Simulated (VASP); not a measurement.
# TiNi (Pm-3m) in VASP: further runs

TiNi is run at these levels: r2SCAN; tasks: single point.

Everything below comes from runs of VASP 6.6.1. Logs are shortened: lines on timing, memory, paths and dates and some standing lists are left out, and cuts for length are marked.

### Step 1. The cell of the first run

Symmetry: Pm-3m, No. 221, cubic system. The conventional cell has a = 2.988 Å, b = 2.988 Å, c = 2.988 Å, α = 90.00°, β = 90.00°, γ = 90.00°. Ti (site symmetry m-3m) has 8 Ni at 2.59 Å and 6 Ti at 2.99 Å within 3.4 Å. Ni (site symmetry m-3m) has 8 Ti at 2.59 Å and 6 Ni at 2.99 Å within 3.4 Å.

### Step 2. Single point, r2SCAN, collinear spin, ferromagnetic start

File POSCAR:

```
TiNi
1.0
    2.9880661300      0.0000000000      0.0000000000
    0.0000000000      2.9880661300      0.0000000000
    0.0000000000      0.0000000000      2.9880661300
Ti Ni
1 1
Direct
    0.5000000000      0.5000000000      0.5000000000
    0.0000000000      0.0000000000      0.0000000000
```

File INCAR.step1:

```
SYSTEM = TiNi
  PREC = Accurate
  ENCUT = 520
  ISMEAR = 0
  SIGMA = 0.1
  LREAL = .False.
  LASPH = .True.
  NELM = 150
  ISPIN = 2
  MAGMOM = 0 2
  LMAXMIX = 4
  NBANDS = 22
  GGA = PE
  ALGO = Normal
  EDIFF = 1E-4
  LWAVE = .True.
  LCHARG = .False.
```

File INCAR.step2:

```
SYSTEM = TiNi
  PREC = Accurate
  ENCUT = 520
  EDIFF = 1E-7
  ISMEAR = 0
  SIGMA = 0.1
  LREAL = .False.
  LASPH = .True.
  NELM = 150
  ALGO = Normal
  ISIF = 2
  LWAVE = .False.
  LCHARG = .False.
  ISPIN = 2
  MAGMOM = 0 2
  LORBIT = 11
  LMAXMIX = 4
  METAGGA = R2SCAN
  LMIXTAU = .True.
  NBANDS = 22
  ISTART = 1
```

File KPOINTS:

```
Automatic mesh
0
Gamma
  6 6 6
  0 0 0
```

Potentials or basis: VASP PAW PBE potentials, release 64 (Ti_sv, Ni).

On the command line:

```bash
$ cat potpaw_PBE.64/Ti_sv/POTCAR potpaw_PBE.64/Ni/POTCAR > POTCAR
$ cp INCAR.step1 INCAR
$ mpirun -np 1 vasp_std > vasp.out
$ cp INCAR.step2 INCAR
$ mpirun -np 1 vasp_std > vasp.out
```

OUTCAR:

```text
SYSTEM = TiNi
   PREC = Accurate
   ENCUT = 520
   EDIFF = 1E-7
   ISMEAR = 0
   LREAL = .False.
   LASPH = .True.
   NELM = 150
   ISIF = 2
   ISPIN = 2
   LORBIT = 11
   METAGGA = R2SCAN
   ISTART = 1

 ion  position               nearest neighbor table
   1  0.500  0.500  0.500-   2 2.59   2 2.59   2 2.59   2 2.59   2 2.59   2 2.59   2 2.59   2 2.59

   2  0.000  0.000  0.000-   1 2.59   1 2.59   1 2.59   1 2.59   1 2.59   1 2.59   1 2.59   1 2.59

  LATTYP: Found a simple cubic cell.
 ALAT       =     2.9880661300

  Lattice vectors:

 A1 = (   2.9880661300,   0.0000000000,   0.0000000000)
 A2 = (   0.0000000000,   2.9880661300,   0.0000000000)
 A3 = (   0.0000000000,   0.0000000000,   2.9880661300)

Analysis of symmetry for initial positions (statically):
=====================================================================
 Subroutine PRICEL returns:
 Original cell was already a primitive cell.

 Routine SETGRP: Setting up the symmetry group for a
 simple cubic supercell.

 Subroutine GETGRP returns: Found 48 space group operations
 (whereof 48 operations were pure point group operations)
 out of a pool of 48 trial point group operations.

The static configuration has the point symmetry O_h .

Analysis of symmetry for dynamics (positions and initial velocities):
=====================================================================
 Subroutine PRICEL returns:
 Original cell was already a primitive cell.

 Routine SETGRP: Setting up the symmetry group for a
 simple cubic supercell.

 Subroutine GETGRP returns: Found 48 space group operations
 (whereof 48 operations were pure point group operations)
 out of a pool of 48 trial point group operations.

The dynamic configuration has the point symmetry O_h .

Analysis of structural, dynamic, and magnetic symmetry:
=====================================================================
 Subroutine PRICEL returns:
 Original cell was already a primitive cell.

 Routine SETGRP: Setting up the symmetry group for a
 simple cubic supercell.

 Subroutine GETGRP returns: Found 48 space group operations
 (whereof 48 operations were pure point group operations)
 out of a pool of 48 trial point group operations.

The overall configuration has the point symmetry O_h .

 Subroutine INISYM returns: Found 48 space group operations
 (whereof 48 operations are pure point group operations),
 and found     1 'primitive' translations

----------------------------------------------------------------------------------------

                                     Primitive cell

  volume of cell :      26.6791

  direct lattice vectors                    reciprocal lattice vectors
     2.988066130  0.000000000  0.000000000     0.334664615  0.000000000  0.000000000
     0.000000000  2.988066130  0.000000000     0.000000000  0.334664615  0.000000000
     0.000000000  0.000000000  2.988066130     0.000000000  0.000000000  0.334664615

  length of vectors
     2.988066130  2.988066130  2.988066130     0.334664615  0.334664615  0.334664615

  position of ions in fractional coordinates (direct lattice)
     0.500000000  0.500000000  0.500000000
     0.000000000  0.000000000  0.000000000

  ion indices of the primitive-cell ions
   primitive index   ion index
                 1           1
                 2           2

----------------------------------------------------------------------------------------

 KPOINTS: Automatic mesh

Automatic generation of k-mesh.
 Grid dimensions read from file:
 generate k-points for:    6    6    6

 Generating k-lattice:

  Cartesian coordinates                     Fractional coordinates (reciprocal lattice)
     0.055777436  0.000000000  0.000000000     0.166666667  0.000000000  0.000000000
     0.000000000  0.055777436  0.000000000     0.000000000  0.166666667  0.000000000
     0.000000000  0.000000000  0.055777436     0.000000000  0.000000000  0.166666667

  Length of vectors
     0.055777436  0.055777436  0.055777436

  Shift w.r.t. Gamma in fractional coordinates (k-lattice)
     0.000000000  0.000000000  0.000000000

 Subroutine IBZKPT returns following result:
 ===========================================

 Found     20 irreducible k-points:

 Following reciprocal coordinates:
            Coordinates               Weight
  0.000000  0.000000  0.000000      1.000000
  0.166667  0.000000  0.000000      6.000000
  0.333333  0.000000  0.000000      6.000000
  0.500000  0.000000  0.000000      3.000000
  0.166667  0.166667  0.000000     12.000000
  0.333333  0.166667  0.000000     24.000000
[... 12 lines left out ...]
  0.500000  0.500000  0.333333      6.000000
  0.500000  0.500000  0.500000      1.000000
   k-points           NKPTS =     20   k-points in BZ     NKDIM =     20   number of bands    NBANDS=     22
   number of dos      NEDOS =    301   number of ions     NIONS =      2
   total plane-waves  NPLWV =  13824
   dimension x,y,z NGX =    24 NGY =   24 NGZ =   24
   dimension x,y,z NGXF=    48 NGYF=   48 NGZF=   48
   ions per type =               1   1
   NGX,Y,Z   is equivalent  to a cutoff of  13.35, 13.35, 13.35 a.u.
   NGXF,Y,Z  is equivalent  to a cutoff of  26.71, 26.71, 26.71 a.u.
 SYSTEM =  TiNi
   PREC   = accura    normal or accurate (medium, high low for compatibility)
   ISTART =      1    job   : 0-new  1-cont  2-samecut
   ICHARG =      0    charge: 1-file 2-atom 10-const
   ISPIN  =      2    spin polarized calculation?
   LNONCOLLINEAR =      F non collinear calculations
   LSORBIT =      F    spin-orbit coupling
   LASPH  =      T    aspherical Exc in radial PAW
   ENCUT  =  520.0 eV  38.22 Ry    6.18 a.u.   5.56  5.56  5.56*2*pi/ulx,y,z
   NELM   =    150;   NELMIN=  2; NELMDL=  0     # of ELM steps
   EDIFF  = 0.1E-06   stopping-criterion for ELM
   LREAL  =      F    real-space projection
   EDIFFG = 0.1E-05   stopping-criterion for IOM
   NSW    =      0    number of steps for IOM
   IBRION =     -1    ionic relax: 0-MD 1-quasi-New 2-CG
   NFREE  =      0    steps in history (QN), initial steepest desc. (CG)
   ISIF   =      2    stress and relaxation
   ISYM   =      2    0-nonsym 1-usesym 2-fastsym
   POTIM  = 0.5000    time-step for ionic-motion
   TEBEG  =    0.0;   TEEND  =   0.0 temperature during run
   PSTRESS=    0.0 pullay stress
   NELECT =      22.0000    total number of electrons
   NUPDOWN=      -1.0000    fix difference up-down
   EMIN   =  10.00;   EMAX   =-10.00  energy-range for DOS
   EFERMI =   0.00;   METHOD = LEGACY
   ISMEAR =     0;   SIGMA  =   0.10  broadening in eV -4-tet -1-fermi 0-gaus
   EFERMI_NEDOS =   21; number of points for ismear=-14 and -15
   IALGO  =     38    algorithm
   IMIX   =      4    mixing-type and parameters
     AMIX     =   0.40;   BMIX     =  1.00
     AMIX_MAG =   1.60;   BMIX_MAG =  1.00
  volume/ion in A,a.u.               =      13.34        90.02
  Fermi-wavevector in a.u.,A,eV,Ry     =   1.535178  2.901067 32.065840  2.356773
  Thomas-Fermi vector in A             =   2.642003
   LORBIT       =     11    0 simple, 1 ext, 2 COOP (PROOUT), +10 PAW based schemes
   METAGGA = R2SCAN    functional components
   LHFCALC =     F    Hartree Fock is set to
   AEXX    =    0.0000 exact exchange contribution
   IVDW    =     0    specifies the selected vdW correction
   LEPSILON=     F    determine dielectric tensor
   LRPA    =     F    only Hartree local field effects (RPA)
 spin polarized calculation
 Gauss-broadening in eV      SIGMA  =   0.10
  energy-cutoff  :      520.00
  volume of cell :       26.68
 maximum number of plane-waves:       739
 NGX is ok and might be reduce to    24
   NGX = 11   NGY = 11   NGZ = 11

 number of electron      21.9999986 magnetization       0.9108097

 Free energy of the ion-electron system (eV)
  ---------------------------------------------------
  ext. energy  EPLUGINS =         0.00000000
  ---------------------------------------------------
  free energy    TOTEN  =       -25.58351297 eV

  energy without entropy =      -25.57106655  energy(sigma->0) =      -25.57728976

 E-fermi :   9.5621     XC(G=0): -13.5490

 val. band max:        9.5477773614   @ k =   0.1667   0.1667   0.0000
 cond. band min:       9.5776650109   @ k =   0.3333   0.3333   0.1667
 fundamental gap:      0.0298876494
 Fermi energy:         9.5621068545

 spin component 1

 k-point     1 :       0.0000    0.0000    0.0000
  band No.  band energies     occupation
      1     -50.2069      1.00000
      2     -25.2587      1.00000
      3     -25.2587      1.00000
      4     -25.2587      1.00000
      5       1.2281      1.00000
      6       5.2150      1.00000
[... 14 lines left out ...]
     21      29.0092      0.00000
     22      31.4212      0.00000

 k-point     2 :       0.1667    0.0000    0.0000
  band No.  band energies     occupation
      1     -50.1986      1.00000
      2     -25.3377      1.00000
      3     -25.2527      1.00000
      4     -25.2527      1.00000
      5       1.7848      1.00000
      6       5.4231      1.00000
[... 14 lines left out ...]
     21      30.0896      0.00000
     22      31.0305      0.00000

 k-point     3 :       0.3333    0.0000    0.0000
  band No.  band energies     occupation
      1     -50.1820      1.00000
      2     -25.4932      1.00000
      3     -25.2407      1.00000
      4     -25.2407      1.00000
      5       3.2883      1.00000
      6       5.7317      1.00000
[... 14 lines left out ...]
     21      28.8109      0.00000
     22      29.2443      0.00000
[... 376 lines left out ...]
 k-point    19 :       0.5000    0.5000    0.3333
  band No.  band energies     occupation
      1     -50.1204      1.00000
      2     -25.4983      1.00000
      3     -25.4983      1.00000
      4     -25.4202      1.00000
      5       6.2194      1.00000
      6       6.2327      1.00000
[... 14 lines left out ...]
     21      21.5774      0.00000
     22      25.6189      0.00000

 k-point    20 :       0.5000    0.5000    0.5000
  band No.  band energies     occupation
      1     -50.1127      1.00000
      2     -25.4904      1.00000
      3     -25.4904      1.00000
      4     -25.4904      1.00000
      5       6.4876      1.00000
      6       6.4876      1.00000
[... 14 lines left out ...]
     21      19.3906      0.00000
     22      23.9757      0.00000
 Fermi energy:         9.5621068545

 spin component 2

 k-point     1 :       0.0000    0.0000    0.0000
  band No.  band energies     occupation
      1     -49.6112      1.00000
      2     -24.6643      1.00000
      3     -24.6643      1.00000
      4     -24.6643      1.00000
      5       1.4246      1.00000
      6       5.8399      1.00000
[... 14 lines left out ...]
     21      29.6467      0.00000
     22      31.6826      0.00000

 k-point     2 :       0.1667    0.0000    0.0000
  band No.  band energies     occupation
      1     -49.6031      1.00000
      2     -24.7419      1.00000
      3     -24.6582      1.00000
      4     -24.6582      1.00000
      5       1.9815      1.00000
      6       6.0353      1.00000
[... 14 lines left out ...]
     21      30.4792      0.00000
     22      31.5921      0.00000

 k-point     3 :       0.3333    0.0000    0.0000
  band No.  band energies     occupation
      1     -49.5869      1.00000
      2     -24.8948      1.00000
      3     -24.6460      1.00000
      4     -24.6460      1.00000
      5       3.4929      1.00000
      6       6.2701      1.00000
[... 14 lines left out ...]
     21      29.3360      0.00000
     22      29.5314      0.00000
[... 376 lines left out ...]
 k-point    19 :       0.5000    0.5000    0.3333
  band No.  band energies     occupation
      1     -49.5268      1.00000
      2     -24.8960      1.00000
      3     -24.8960      1.00000
      4     -24.8194      1.00000
      5       6.4616      1.00000
      6       6.5740      1.00000
[... 14 lines left out ...]
     21      21.9117      0.00000
     22      26.2132      0.00000

 k-point    20 :       0.5000    0.5000    0.5000
  band No.  band energies     occupation
      1     -49.5194      1.00000
      2     -24.8878      1.00000
      3     -24.8878      1.00000
      4     -24.8878      1.00000
      5       6.6889      1.00000
      6       6.6889      1.00000
[... 14 lines left out ...]
     21      19.5890      0.00000
     22      24.5940      0.00000

------------------------ aborting loop because EDIFF is reached ----------------------------------------

  FORCE on cell =-STRESS in cart. coord.  units (eV):
  Direction    XX          YY          ZZ          XY          YZ          ZX
  --------------------------------------------------------------------------------------
  -------------------------------------------------------------------------------------
  Total        0.2140975      0.2140975      0.2140975      0.0000000      0.0000000     -0.0000000
  in kB       12.8573523     12.8573523     12.8573523      0.0000000      0.0000000     -0.0000000
  external PRESSURE =      12.8573523 kB  Pullay stress =       0.0000000 kB

 VOLUME and BASIS-vectors are now :
 -----------------------------------------------------------------------------
  energy-cutoff  :      520.00
  volume of cell :       26.68
      direct lattice vectors                 reciprocal lattice vectors
     2.988066130  0.000000000  0.000000000     0.334664615  0.000000000  0.000000000
     0.000000000  2.988066130  0.000000000     0.000000000  0.334664615  0.000000000
     0.000000000  0.000000000  2.988066130     0.000000000  0.000000000  0.334664615

 POSITION                                       TOTAL-FORCE (eV/Angst)
 -----------------------------------------------------------------------------------
      1.49403      1.49403      1.49403         0.000000      0.000000      0.000000
      0.00000      0.00000      0.00000         0.000000      0.000000      0.000000
 -----------------------------------------------------------------------------------
    total drift:                                0.000000      0.000000     -0.000000

  FREE ENERGIE OF THE ION-ELECTRON SYSTEM (eV)
  ---------------------------------------------------
  free  energy   TOTEN  =       -25.5835129673 eV

  energy  without entropy=      -25.5710665479  energy(sigma->0) =      -25.57728976

 total charge

# of ion       s       p       d       tot
------------------------------------------
    1        2.235   6.174   1.814  10.222
    2        0.600   0.508   8.334   9.442
--------------------------------------------------
tot          2.834   6.682  10.148  19.664

 magnetization (x)

# of ion       s       p       d       tot
------------------------------------------
    1        0.011   0.013   0.460   0.484
    2        0.006   0.025   0.295   0.326
--------------------------------------------------
tot          0.018   0.038   0.754   0.810
```

It took 62 s on 1 thread of Intel Xeon Platinum 8488C (Sapphire Rapids), shared host; peak memory 0.16 GiB.

Results:

| Quantity | Value |
| --- | --- |
| Free energy | -25.5835 eV |
| Pressure | 1.3 GPa |
| Net moment | 0.91 μB per cell |
| Site moments | Ti +0.48; Ni +0.33 μB |
| Valence electrons inside the program's atomic spheres | Ti 10.22; Ni 9.44 |

Levels at points of the mesh, in eV from the Fermi level:
Spin up:
```csv
k point,band 9,band 10,band 11,band 12,band 13,band 14
"(0.00, 0.00, 0.00)",-2.17,-2.17,0.16,0.16,2.60,2.60
"(0.50, 0.00, 0.00)",-2.30,-1.87,-1.00,-0.98,0.58,0.58
"(0.50, 0.50, 0.00)",-1.75,-1.07,0.28,0.28,0.76,2.27
"(0.50, 0.50, 0.50)",-2.36,-2.36,-1.72,-1.72,3.05,3.05
```
Spin down:
| k point | band 7 | band 8 | band 9 | band 10 | band 11 | band 12 | band 13 | band 14 |
| --- | --- | --- | --- | --- | --- | --- | --- | --- |
| (0.00, 0.00, 0.00) | -3.72 | -1.97 | -1.97 | -1.97 | 1.03 | 1.03 | 3.07 | 3.07 |
| (0.50, 0.00, 0.00) | -2.53 | -2.12 | -2.12 | -1.69 | -0.26 | -0.19 | 1.03 | 1.03 |
| (0.50, 0.50, 0.00) | -2.74 | -2.74 | -0.89 | -0.35 | 0.46 | 0.46 | 1.40 | 2.70 |
| (0.50, 0.50, 0.50) | -2.87 | -2.09 | -2.09 | -2.09 | -0.87 | -0.87 | 3.84 | 3.84 |

Caveat: the PAW data sets were made with another functional, which shifts forces and pressure a little.

(Continued in part 2 of 3.)
